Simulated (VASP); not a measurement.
# LiF in VASP: further runs, part 2 of 2

VASP 6.6.1. Earlier steps stand in the parts before.

**4. Single point, PBE**

This run uses another cell than the first one, of 11.00 Å³/atom, 1.221 times its volume.

File INCAR:

```
PREC     = Accurate       # precision mode
ENCUT    = 520            # plane-wave cutoff, eV
EDIFF    = 1E-6           # SCF threshold, eV
ISMEAR   = 0              # smearing method
SIGMA    = 0.1            # smearing width, eV
LREAL    = F              # projectors in reciprocal space
LASPH    = T              # aspherical terms in the spheres
NELM     = 60             # most SCF steps
ALGO     = Normal         # electronic algorithm
ISIF     = 2              # what is computed and relaxed
LWAVE    = F              # write WAVECAR
LCHARG   = T              # write CHGCAR
GGA      = PE             # functional
LELF     = T              # ELF
LVHAR    = T            
NBANDS   = 42             # bands
```

File KPOINTS:

```
regular mesh
0
Gamma
  4 4 4
```

File POSCAR:

```
LiF
1.0
    5.5976897696      0.0000000000      0.0000000000
    0.0000000000      4.8560342029      2.4277482471
    0.0000000000     -4.8560342029      2.4277482471
Li F
6 6
Direct
    0.3393133055      0.3987771141      0.2113756631
    0.6606866945      0.2113756631      0.3987771141
    0.3393133055      0.7113756631      0.8987771141
    0.6606866945      0.8987771141      0.7113756631
    0.8426860332      0.5553156216      0.0553156216
    0.1573139668      0.0553156216      0.5553156216
    0.6737068148      0.2888809308      0.1005313373
    0.3262931852      0.1005313373      0.2888809308
    0.6737068148      0.6005313373      0.7888809308
    0.3262931852      0.7888809308      0.6005313373
    0.1667331014      0.4451193331      0.9451193331
    0.8332668986      0.9451193331      0.4451193331
```

Run with:

```console
cat potpaw_PBE.64/Li_sv/POTCAR potpaw_PBE.64/F/POTCAR > POTCAR
mpirun -np 1 vasp_std > vasp.out
```

Wall time 56 s (1 thread of Intel Xeon 6975P-C (Granite Rapids), shared host); peak memory 0.28 GiB.

It converged, with:

- Free energy: -57.5711 eV
- Largest force: 0.005 eV/Å
- Band gap on the k mesh: 7.23 eV, direct

Forces in eV/Å, atoms in the order of the input:
```
Li  -0.002  0.001 -0.003
Li   0.002 -0.001 -0.003
Li  -0.002 -0.001 -0.003
Li   0.002  0.001 -0.003
Li   0.004  0.000 -0.001
Li  -0.004  0.000 -0.001
F   -0.003 -0.002  0.004
F    0.003  0.002  0.004
F   -0.003  0.002  0.004
F    0.003 -0.002  0.004
F   -0.002  0.000  0.000
F    0.002  0.000  0.000
```

Levels at points of the mesh, in eV from the valence-band top:
```csv
k point,band 28,band 29,band 30,band 31,band 32,band 33
"(0.00, 0.00, 0.00)",-0.08,-0.07,0.00,7.23,10.78,11.81
"(0.50, 0.00, 0.00)",-0.17,-0.15,-0.10,8.09,9.08,12.38
"(0.00, 0.50, 0.00)",-0.28,-0.19,-0.19,9.20,9.20,10.92
"(0.50, 0.50, 0.00)",-0.30,-0.22,-0.22,9.46,9.46,10.34
"(0.00, 0.50, 0.50)",-0.25,-0.24,-0.24,8.68,9.19,11.72
"(0.50, 0.50, 0.50)",-0.30,-0.28,-0.07,8.94,9.80,10.36
```

Caveat: the cutoff is under 1.25 times the usual one of these potentials, so pressure, stress and relaxed cells hold a basis-set (Pulay) error. A k mesh can miss the band edges.

**5. Single point, PBE**

This run uses another cell than the first one, of 11.00 Å³/atom, 1.222 times its volume.

File INCAR:

```
PREC = Accurate
ENCUT = 520
EDIFF = 1E-6
ISMEAR = 0
SIGMA = 0.1
LREAL = F
LASPH = T
NELM = 60
ALGO = Normal
ISIF = 2
LWAVE = F
LCHARG = F
GGA = PE
NBANDS = 42
```

KPOINTS is that of step 4.

File POSCAR:

```
LiF
1.0
    0.0001204120     -0.0000096758     -4.8531244153
    0.0008155119      4.8632408257      2.4265553334
    5.5940264822      0.0009997085     -0.0001685092
Li F
6 6
Direct
    0.2113434006      0.8128314738      0.3391285795
    0.3984623629      0.1871477725      0.6608722650
    0.8986144975      0.1874314246      0.3392467501
    0.7112050391      0.8125969675      0.6607816670
    0.0549196402      0.4998205747      0.8425985489
    0.5551204639      0.5001703270      0.1573829576
    0.1007929482      0.8117283117      0.6738922881
    0.2890743191      0.1882794312      0.3261024091
    0.7889556853      0.1880145744      0.6739758555
    0.6009315521      0.8119823687      0.3260122112
    0.9453855938      0.5001523016      0.1670154816
    0.4451944975      0.4998444723      0.8329909863
```

Potentials or basis: VASP PAW PBE potentials, release 64 (Li_sv, F).

Run with:

```console
cat potpaw_PBE.64/Li_sv/POTCAR potpaw_PBE.64/F/POTCAR > POTCAR
mpirun -np 1 vasp_std > vasp.out
```

OUTCAR:

```text
PREC = Accurate
   ENCUT = 520
   EDIFF = 1E-6
   ISMEAR = 0
   LREAL = F
   LASPH = T
   NELM = 60
   ISIF = 2
   GGA = PE

 ion  position               nearest neighbor table
   1  0.211  0.813  0.339-  11 1.88  10 1.89   8 1.90   7 1.95   2 2.56
   2  0.398  0.187  0.661-  12 1.88   9 1.89   7 1.90   8 1.95   1 2.56
   3  0.899  0.187  0.339-  11 1.88   8 1.89  10 1.90   9 1.95   4 2.56
   4  0.711  0.813  0.661-  12 1.88   7 1.89   9 1.90  10 1.95   3 2.56
   5  0.055  0.500  0.843-   9 1.86   7 1.86  11 1.89  12 1.89
[... 1314 lines left out ...]

 VOLUME and BASIS-vectors are now :
 -----------------------------------------------------------------------------
  energy-cutoff  :      520.00
  volume of cell :      132.03
      direct lattice vectors                 reciprocal lattice vectors
     0.000120412 -0.000009676 -4.853124415    -0.000024580  0.102811915 -0.206053031
     0.000815512  4.863240826  2.426555333    -0.000036747  0.205624410 -0.000000411
     5.594026482  0.000999708 -0.000168509     0.178762120 -0.000032190  0.000004435

 POSITION                                       TOTAL-FORCE (eV/Angst)
 -----------------------------------------------------------------------------------
      1.89778      3.95333      0.94665        -0.001085     -0.001218      0.001924
      3.69714      0.91080     -1.47977         0.000830      0.001639      0.001772
      1.89802      0.91185     -3.90633        -0.001325      0.000415      0.001586
      3.69718      3.95251     -1.47987         0.000682     -0.001327      0.001683
      4.71393      2.43159      0.94617         0.002635      0.000798     -0.002386
      0.88088      2.43260     -1.48040        -0.002207     -0.000857     -0.002096
      3.77045      3.94830      1.48043        -0.003881      0.000072     -0.002309
      1.82441      0.91597     -0.94610         0.004140     -0.000476     -0.001976
      3.77049      0.91503     -3.37279        -0.003076      0.000073     -0.001166
      1.82446      3.94919     -0.94613         0.003656      0.000328     -0.002453
      0.93481      2.43252     -3.37445        -0.004250     -0.000096      0.003114
      4.66023      2.43169     -0.94782         0.003881      0.000650      0.002308
 -----------------------------------------------------------------------------------
    total drift:                                0.000023      0.000040      0.000201

  FREE ENERGIE OF THE ION-ELECTRON SYSTEM (eV)
  ---------------------------------------------------
  free  energy   TOTEN  =       -57.5711145263 eV

  energy  without entropy=      -57.5711145263  energy(sigma->0) =      -57.57111453
```

stdout:

```text
POSCAR found type information on POSCAR LiF
 POSCAR found :  2 types and      12 ions
 scaLAPACK will be used
 LDA part: xc-table for (Slater+PW92), standard interpolation
 POSCAR, INCAR and KPOINTS ok, starting setup
 FFT: planning ... GRIDC
 FFT: planning ... GRID_SOFT
 FFT: planning ... GRID
 WAVECAR not read
 entering main loop
```

Run time: 79 s. Hardware: 1 thread of Intel Xeon 6975P-C (Granite Rapids), shared host; peak memory 0.3 GiB.

Results:

```
Free energy            : -57.5711 eV
Largest force          : 0.005 eV/Å
Band gap on the k mesh : 7.23 eV, direct
```

Forces on the atoms (eV/Å):
```
Li  -0.001 -0.001  0.002
Li   0.001  0.002  0.002
Li  -0.001  0.000  0.002
Li   0.001 -0.001  0.002
Li   0.003  0.001 -0.002
Li  -0.002 -0.001 -0.002
F   -0.004  0.000 -0.002
F    0.004  0.000 -0.002
F   -0.003  0.000 -0.001
F    0.004  0.000 -0.002
F   -0.004  0.000  0.003
F    0.004  0.001  0.002
```

Caveat: the cutoff is under 1.25 times the usual one of these potentials, so pressure, stress and relaxed cells hold a basis-set (Pulay) error.

**6. Single point, PBE**

This run uses another cell than the first one, of 10.99 Å³/atom, 1.220 times its volume.

File INCAR:

```
SYSTEM = LiF
  PREC = Accurate
  ENCUT = 520
  EDIFF = 1E-7
  ISMEAR = 0
  SIGMA = 0.02
  LREAL = .FALSE.
  LASPH = .TRUE.
  NELM = 60
  ALGO = Normal
  ISIF = 2
  LWAVE = .FALSE.
  LCHARG = .FALSE.
  GGA = PE
  NBANDS = 42
```

File KPOINTS:

```
Automatic mesh
0
G
  4 6 6
  0 0 0
```

File POSCAR:

```
LiF
1.0
    5.5928834193      0.0000000000      0.0000000000
    0.0000000000      4.8649137800      2.4230296714
    0.0000000000     -4.8649137800      2.4230296714
Li F
6 6
Direct
    0.3390960989      0.6016610626      0.7888788039
    0.6609039011      0.7888788039      0.6016610626
    0.3390960989      0.2888788039      0.1016610626
    0.6609039011      0.1016610626      0.2888788039
    0.8426206746      0.4449651483      0.9449651483
    0.1573793254      0.9449651483      0.4449651483
    0.6739159821      0.7108332034      0.8990869231
    0.3260840179      0.8990869231      0.7108332034
    0.6739159821      0.3990869231      0.2108332034
    0.3260840179      0.2108332034      0.3990869231
    0.1670115080      0.5545748587      0.0545748587
    0.8329884920      0.0545748587      0.5545748587
```

Potentials or basis: VASP PAW PBE potentials, release 64 (Li_sv, F).

Run with:

```console
cat potpaw_PBE.64/Li_sv/POTCAR potpaw_PBE.64/F/POTCAR > POTCAR
mpirun -np 1 vasp_std > vasp.out
```

OUTCAR:

```text
SYSTEM = LiF
   PREC = Accurate
   ENCUT = 520
   EDIFF = 1E-7
   ISMEAR = 0
   LREAL = .FALSE.
   LASPH = .TRUE.
   NELM = 60
   ISIF = 2
   GGA = PE

 ion  position               nearest neighbor table
   1  0.339  0.602  0.789-  11 1.88  10 1.89   8 1.90   7 1.95   2 2.56
   2  0.661  0.789  0.602-  12 1.88   9 1.89   7 1.90   8 1.95   1 2.56
   3  0.339  0.289  0.102-  11 1.88   8 1.89  10 1.90   9 1.95   4 2.56
   4  0.661  0.102  0.289-  12 1.88   7 1.89   9 1.90  10 1.95   3 2.56
   5  0.843  0.445  0.945-   7 1.86   9 1.86  11 1.89  12 1.89
   6  0.157  0.945  0.445-   8 1.86  10 1.86  12 1.89  11 1.89
   7  0.674  0.711  0.899-   5 1.86   4 1.89   2 1.90   1 1.95
   8  0.326  0.899  0.711-   6 1.86   3 1.89   1 1.90   2 1.95
   9  0.674  0.399  0.211-   5 1.86   2 1.89   4 1.90   3 1.95
  10  0.326  0.211  0.399-   6 1.86   1 1.89   3 1.90   4 1.95
  11  0.167  0.555  0.055-   1 1.88   3 1.88   5 1.89   6 1.89
  12  0.833  0.055  0.555-   2 1.88   4 1.88   6 1.89   5 1.89

  LATTYP: Found a base centered orthorhombic cell.
 ALAT       =     4.8460593428
 B/A-ratio  =     2.0077813480
[... 213 lines left out ...]
  band No.  band energies     occupation
      1     -43.6794      2.00000
      2     -43.6504      2.00000
      3     -43.6427      2.00000
      4     -43.6369      2.00000
      5     -43.3560      2.00000
      6     -43.3437      2.00000
[... 1069 lines left out ...]
     41      12.6587      0.00000
     42      12.9215      0.00000

 [... further k-points ...]
[... 5 lines left out ...]
  --------------------------------------------------------------------------------------
  -------------------------------------------------------------------------------------
  Total       -0.1907554     -0.1095072     -0.1745843      0.0000000      0.0000000      0.0000000
  in kB       -2.3178626     -1.3306193     -2.1213685      0.0000000      0.0000000      0.0000000
  external PRESSURE =      -1.9232834 kB  Pullay stress =       0.0000000 kB

 VOLUME and BASIS-vectors are now :
 -----------------------------------------------------------------------------
  energy-cutoff  :      520.00
  volume of cell :      131.86
      direct lattice vectors                 reciprocal lattice vectors
     5.592883419  0.000000000  0.000000000     0.178798649  0.000000000  0.000000000
     0.000000000  4.864913780  2.423029671     0.000000000  0.102776744  0.206353230
     0.000000000 -4.864913780  2.423029671     0.000000000 -0.102776744  0.206353230

 POSITION                                       TOTAL-FORCE (eV/Angst)
 -----------------------------------------------------------------------------------
      1.89652     -0.91080      3.36932        -0.000017     -0.002212      0.003297
      3.69636      0.91080      3.36932         0.000017      0.002212      0.003297
      1.89652      0.91080      0.94629        -0.000017      0.002212      0.003297
      3.69636     -0.91080      0.94629         0.000017     -0.002212      0.003297
      4.71268     -2.43246      3.36784         0.000909      0.000000      0.002095
      0.88020      2.43246      3.36784        -0.000909      0.000000      0.002095
      3.76913     -0.91584      3.90088        -0.002665      0.003848     -0.004187
      1.82375      0.91584      3.90088         0.002665     -0.003848     -0.004187
      3.76913      0.91584      1.47785        -0.002665     -0.003848     -0.004187
      1.82375     -0.91584      1.47785         0.002665      0.003848     -0.004187
      0.93408      2.43246      1.47599        -0.004766      0.000000     -0.000315
      4.65881     -2.43246      1.47599         0.004766      0.000000     -0.000315
 -----------------------------------------------------------------------------------
    total drift:                               -0.000000      0.000002     -0.000639

  FREE ENERGIE OF THE ION-ELECTRON SYSTEM (eV)
  ---------------------------------------------------
  free  energy   TOTEN  =       -57.5711675192 eV

  energy  without entropy=      -57.5711675192  energy(sigma->0) =      -57.57116752
```

OSZICAR:

```text
N       E                     dE             d eps       ncg     rms          rms(c)
DAV:   1     0.535651447912E+03    0.53565E+03   -0.30522E+04  3340   0.155E+03
DAV:   2    -0.676641088948E+01   -0.54242E+03   -0.51709E+03  3756   0.413E+02
DAV:   3    -0.565287629118E+02   -0.49762E+02   -0.49542E+02  4534   0.111E+02
DAV:   4    -0.619615745817E+02   -0.54328E+01   -0.54012E+01  5792   0.330E+01
DAV:   5    -0.623929151082E+02   -0.43134E+00   -0.43121E+00  4486   0.620E+00    0.130E+01
DAV:   6    -0.574496208081E+02    0.49433E+01   -0.17031E+01  3562   0.207E+01    0.417E+00
DAV:   7    -0.574974680894E+02   -0.47847E-01   -0.12363E+00  4636   0.388E+00    0.275E+00
DAV:   8    -0.575559460992E+02   -0.58478E-01   -0.25389E-01  3766   0.344E+00    0.671E-01
DAV:   9    -0.575646093914E+02   -0.86633E-02   -0.65176E-02  3784   0.119E+00    0.212E-01
DAV:  10    -0.575709768416E+02   -0.63675E-02   -0.83087E-03  3496   0.456E-01    0.653E-02
DAV:  11    -0.575710789990E+02   -0.10216E-03   -0.63901E-04  4720   0.146E-01    0.413E-02
DAV:  12    -0.575711531517E+02   -0.74153E-04   -0.17469E-04  3438   0.877E-02    0.153E-02
DAV:  13    -0.575711655895E+02   -0.12438E-04   -0.19341E-05  4024   0.300E-02    0.682E-03
DAV:  14    -0.575711664715E+02   -0.88206E-06   -0.10787E-05  3494   0.165E-02    0.288E-03
DAV:  15    -0.575711669453E+02   -0.47380E-06   -0.16084E-06  5216   0.814E-03    0.190E-03
DAV:  16    -0.575711673073E+02   -0.36200E-06   -0.11122E-07  2774   0.266E-03    0.951E-04
DAV:  17    -0.575711674833E+02   -0.17594E-06   -0.74118E-08  2440   0.163E-03    0.153E-04
DAV:  18    -0.575711675192E+02   -0.35934E-07   -0.81675E-09  1888   0.550E-04
   1 F= -.57571168E+02 E0= -.57571168E+02  d E =-.754619E-78
```

Run time: 1.9 min. Hardware: 1 thread of Intel Xeon 6975P-C (Granite Rapids), shared host; peak memory 0.32 GiB.

Results:

```
Free energy            : -57.5712 eV
Largest force          : 0.006 eV/Å
Band gap on the k mesh : 7.23 eV, direct
```

Forces on the atoms (eV/Å):
```
Li   0.000 -0.002  0.003
Li   0.000  0.002  0.003
Li   0.000  0.002  0.003
Li   0.000 -0.002  0.003
Li   0.001  0.000  0.002
Li  -0.001  0.000  0.002
F   -0.003  0.004 -0.004
F    0.003 -0.004 -0.004
F   -0.003 -0.004 -0.004
F    0.003  0.004 -0.004
F   -0.005  0.000  0.000
F    0.005  0.000  0.000
```

Levels at points of the mesh, in eV from the valence-band top:
```
           k point  band 27  band 28  band 29  band 30  band 31  band 32  band 33  band 34
(0.00, 0.00, 0.00)    -0.21    -0.09    -0.08     0.00     7.23    10.77    11.82    12.56
(0.50, 0.00, 0.00)    -0.18    -0.17    -0.15    -0.10     8.09     9.08    12.39    12.55
(0.00, 0.50, 0.00)    -0.29    -0.29    -0.19    -0.19     9.20     9.20    10.93    10.93
(0.50, 0.50, 0.00)    -0.31    -0.31    -0.23    -0.23     9.46     9.46    10.34    10.34
(0.00, 0.50, 0.50)    -0.31    -0.26    -0.24    -0.24     8.67     9.18    11.74    11.79
(0.50, 0.50, 0.50)    -0.42    -0.30    -0.28    -0.08     8.93     9.80    10.35    11.17
```

Caveat: the cutoff is under 1.25 times the usual one of these potentials, so pressure, stress and relaxed cells hold a basis-set (Pulay) error.

**7. Summary**

| cell | k mesh | smearing | gap on the mesh (eV) | largest force (eV/Å) |
| --- | --- | --- | --- | --- |
| a = 5.352, b = 4.867, c = 4.867 Å, angles 121.5, 90.0, 90.0°, 12 atoms | 4 × 4 × 4 | gaussian 0.1 eV | 7.51 | 1.47 |
| a = 4.846, b = 5.435, c = 5.593 Å, angles 90.0, 90.0, 116.5°, 12 atoms | 4 × 4 × 4 | gaussian 0.1 eV | 7.23 | 0.01 |
| a = 5.598, b = 5.429, c = 5.429 Å, angles 126.9, 90.0, 90.0°, 12 atoms | 4 × 4 × 4 | gaussian 0.1 eV | 7.23 | 0.01 |
| a = 4.853, b = 5.435, c = 5.594 Å, angles 90.0, 90.0, 116.5°, 12 atoms | 4 × 4 × 4 | gaussian 0.1 eV | 7.23 | 0.01 |
| a = 5.593, b = 5.435, c = 5.435 Å, angles 127.0, 90.0, 90.0°, 12 atoms | 4 × 6 × 6 | gaussian 0.02 eV | 7.23 | 0.01 |

Alike in all rows: task single point; level PBE; potentials or basis VASP PAW PBE potentials, release 64 (Li_sv, F); no spin polarisation; cutoff (eV) 520.

Caveats: the cutoff is under 1.25 times the usual one of these potentials, so pressure, stress and relaxed cells hold a basis-set (Pulay) error; forces of over 1 eV/Å act on the atoms, so gaps and moduli don't describe the material at rest (some runs).

Total energies depend on the potentials used, so only differences within one code and one set of settings carry meaning.
